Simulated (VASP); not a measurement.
A run of VASP 6.6.1 is set up as follows.

INCAR

```
PREC = Accurate ; ENCUT = 520
EDIFF = 1E-6 ; ISMEAR = 0
SIGMA = 0.05 ; LREAL = False
LASPH = True ; NELM = 80
ALGO = Normal ; ISIF = 2
LWAVE = False ; LCHARG = False
GGA = PE ; NBANDS = 15
```

KPOINTS

```
regular mesh
0
Gamma
  6 6 4
```

Contents of POSCAR:

```
MgI2
1.0
    4.0918639477      0.0000000000      0.0000000000
   -2.0459319739      3.5436581276      0.0000000000
    0.0000000000      0.0000000000      7.5975677033
Mg I
1 2
Direct
    0.0000000000      0.0000000000      0.0000000000
    0.3333333333      0.6666666667      0.8050686935
    0.6666666667      0.3333333333      0.1949313065
```

Potentials or basis: VASP PAW PBE potentials, release 64 (Mg, I).

Launch:

```bash
$ cat potpaw_PBE.64/Mg/POTCAR potpaw_PBE.64/I/POTCAR > POTCAR
$ mpirun -np 1 vasp_std > vasp.out
```

(1) Estimate the band gap on the k mesh.

(2) Predict the pressure.

(3) What does it give for the largest force?

Results:

(1) 3.77 eV, indirect (least direct gap 4.21 eV).

(2) 5.3 GPa.

(3) 1.416 eV/Å.

Caveat: spin-orbit coupling is left out, which moves the levels of the heavy elements; this functional lacks dispersion, which binds the layers, so the pressure and a relaxed spacing across them are unreliable; forces of over 1 eV/Å act on the atoms, so gaps and moduli don't describe the material at rest.
